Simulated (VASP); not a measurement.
**HfH2: relaxation of cell and atoms with PBEsol**

HfH2:

```
Hf H
1.0
    -1.73213    1.73213    2.11884
     1.73213   -1.73213    2.11884
     1.73213    1.73213   -2.11884
Hf H
1 2
Direct
  0.00000 0.00000 0.00000
  0.75000 0.25000 0.50000
  0.25000 0.75000 0.50000
```

```yaml
Program: VASP 6.6.1
Task: relaxation of cell and atoms
Functional: PBEsol
Potentials_or_basis: VASP PAW PBE potentials, release 64 (Hf_pv, H)
Cutoff: 600 eV
k_mesh: 16 × 16 × 16
Occupations: fermi-dirac, width 0.15 eV
Spin: no spin polarisation
Dipole_correction: no
Further_INCAR_settings: ALGO = Normal; EDIFF = 1e-06; IBRION = 2; EDIFFG = -0.001; NSW = 80; ISIF = 3
```

```
Relaxed volume                         : 8.46 Å³/atom
Relaxed cell                           : a = 3.239 Å, b = 3.239 Å, c = 3.239 Å, α = 115.61°, β = 115.61°, γ = 97.80°
Space group after relaxing (to 0.05 Å) : I4/mmm (No. 139)
Energy gained by relaxing              : 0.1 meV/atom
Ionic steps                            : 8
Pressure after relaxing                : 0.0 GPa
Band gap on the k mesh                 : zero (band 6 reaches 6.22 eV, above the bottom of band 7 at 4.98 eV)
```

Step by step:
```csv
step,energy change (eV),largest force (eV/Å),pressure (GPa),volume (Å³)
1,0.0000,0.0000,-0.42,25.43
2,-0.0002,0.0000,0.08,25.35
3,-0.0002,0.0000,0.11,25.34
4,-0.0002,0.0000,0.08,25.35
5,-0.0003,0.0000,0.00,25.37
6,-0.0003,0.0000,-0.05,25.38
7,-0.0003,0.0000,0.06,25.37
8,-0.0003,0.0000,0.00,25.38
```

Final structure:
```cif
data_structure
_symmetry_space_group_name_H-M 'P 1'
_symmetry_Int_Tables_number 1
_cell_length_a 3.2392
_cell_length_b 3.2392
_cell_length_c 3.2392
_cell_angle_alpha 115.605
_cell_angle_beta 115.605
_cell_angle_gamma 97.797
_cell_volume 25.38
loop_
_atom_site_label
_atom_site_type_symbol
_atom_site_fract_x
_atom_site_fract_y
_atom_site_fract_z
_atom_site_occupancy
Hf1 Hf 0.00000 0.00000 0.00000 1
H1 H 0.75000 0.25000 0.50000 1
H2 H 0.25000 0.75000 0.50000 1
```

Levels at points of the mesh, in eV from the Fermi level:
| k point | band 4 | band 5 | band 6 | band 7 | band 8 | band 9 |
| --- | --- | --- | --- | --- | --- | --- |
| (0.00, 0.00, 0.00) | -11.48 | -1.19 | -0.50 | -0.50 | 0.42 | 1.82 |
| (0.50, 0.00, 0.00) | -8.55 | -5.16 | -0.94 | 0.69 | 3.89 | 4.62 |
| (0.50, 0.50, 0.00) | -6.70 | -5.77 | -4.29 | 4.03 | 4.25 | 5.59 |
| (0.50, 0.50, 0.50) | -7.95 | -4.13 | -3.94 | 4.81 | 4.91 | 4.91 |

It took 6.2 min on 1 thread of Intel(R) Xeon(R) Platinum 8259CL CPU @ 2.50GHz (Skylake/Cascade Lake), on a shared host, peak memory 0.27 GiB.

Caveat: the PAW data sets were made with another functional, which shifts forces and pressure a little; spin-orbit coupling is left out, which moves the levels of the heavy elements.
